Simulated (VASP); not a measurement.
A run of VASP 6.6.1 is set up as follows.

File INCAR:

```
SYSTEM = Ba
  PREC = Accurate
  ENCUT = 520
  EDIFF = 1E-6
  ISMEAR = -1
  SIGMA = 0.1
  LREAL = .FALSE.
  LASPH = .TRUE.
  NELM = 60
  ALGO = Normal
  ISIF = 2
  LWAVE = .FALSE.
  LCHARG = .FALSE.
  GGA = PE
  NBANDS = 11
```

Contents of KPOINTS:

```
regular mesh
0
G
  10 10 10
  0 0 0
```

File POSCAR:

```
Ba
1.0
    0.0000000000      2.5565635111      2.5565635111
    2.5565635111      0.0000000000      2.5565635111
    2.5565635111      2.5565635111      0.0000000000
Ba
1
Direct
    0.0000000000      0.0000000000      0.0000000000
```

Potentials or basis: VASP PAW PBE potentials, release 64 (Ba_sv).

The run is started by

```console
$ cat potpaw_PBE.64/Ba_sv/POTCAR > POTCAR
$ mpirun -np 1 vasp_std > vasp.out
```

Problem. Predict the band gap on the k mesh.

Solution. Zero (band 5 reaches 5.17 eV, above the bottom of band 6 at 3.22 eV).

Problem. Predict the pressure.

Solution. 13.0 GPa.

Caveat: spin-orbit coupling is left out, which moves the levels of the heavy elements.
